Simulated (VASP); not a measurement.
Here is a VASP 6.6.1 calculation.

File POSCAR:

```
MgO
1.0
    0.0000000000      2.0309039414      2.0309039414
    2.0309039414      0.0000000000      2.0309039414
    2.0309039414      2.0309039414      0.0000000000
Mg O
1 1
Direct
    0.0000000000      0.0000000000      0.0000000000
    0.5000000000      0.5000000000      0.5000000000
```

File INCAR.step1:

```
SYSTEM = MgO
  PREC = Accurate
  ENCUT = 520
  ISMEAR = 0
  SIGMA = 0.01
  LREAL = .False.
  LASPH = .True.
  NELM = 60
  NBANDS = 11
  GGA = PE
  ALGO = Normal
  EDIFF = 1E-4
  LWAVE = .True.
  LCHARG = .False.
```

File INCAR.step2:

```
SYSTEM = MgO
  PREC = Accurate
  ENCUT = 520
  EDIFF = 1E-6
  ISMEAR = 0
  SIGMA = 0.01
  LREAL = .False.
  LASPH = .True.
  NELM = 60
  ALGO = Normal
  ISIF = 2
  LWAVE = .False.
  LCHARG = .True.
  METAGGA = R2SCAN
  LMIXTAU = .True.
  LELF = .True.
  LVHAR = .True.
  NBANDS = 11
  ISTART = 1
```

The input KPOINTS:

```
Automatic mesh
0
Gamma
  10 10 10
  0 0 0
```

Potentials or basis: VASP PAW PBE potentials, release 64 (Mg, O).

Command:

```bash
$ cat potpaw_PBE.64/Mg/POTCAR potpaw_PBE.64/O/POTCAR > POTCAR
$ cp INCAR.step1 INCAR
$ mpirun -np 1 vasp_std > vasp.out
$ cp INCAR.step2 INCAR
$ mpirun -np 1 vasp_std > vasp.out
```

Predict the band gap on the k mesh.

6.78 eV, direct.

Estimate the pressure.

20.2 GPa.

Caveat: the cell differs from its parent crystal (strain -3.4%); the PAW data sets were made with another functional, which shifts forces and pressure a little.
